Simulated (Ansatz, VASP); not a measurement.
Si in VASP and in Ansatz

```
Si
1.0
     1.78965   -3.41851    0.00000
     1.78965    3.41851    0.00000
     0.00000    0.00000    8.36938
Si
6
Cartesian
  1.7897 -1.3695 2.8985
  1.7897 2.0490 1.2862
  1.7897 -2.0490 7.0832
  1.7897 1.3695 5.4709
  1.7897 0.0000 0.0000
  0.0000 0.0000 4.1847
```

Alike in both runs: functional PBE; k mesh 12 × 12 × 6; occupations gaussian, width 0.1 eV; no spin polarisation.

Ansatz relaxed the structure, and its values are those at the end. VASP's run is a single point on that final structure, the one shown.

```csv
,VASP,Ansatz
version,VASP 6.6.1,Ansatz 0.2.0
potentials or method,"VASP PAW PBE potentials, release 64 (Si), cutoff 520 eV","scalar-relativistic, plane waves, PAW"
valence electrons in the cell,24,24
```

```csv
,VASP,Ansatz,Ansatz less VASP
gap on the k mesh at the Fermi level (eV),none,none,-
pressure (GPa),-0.1,0.0,+0.06
```

A gap of «none» marks a metal or a gap that the smearing closes. With one functional, cell and mesh, what is left measures potentials, basis and numerics.
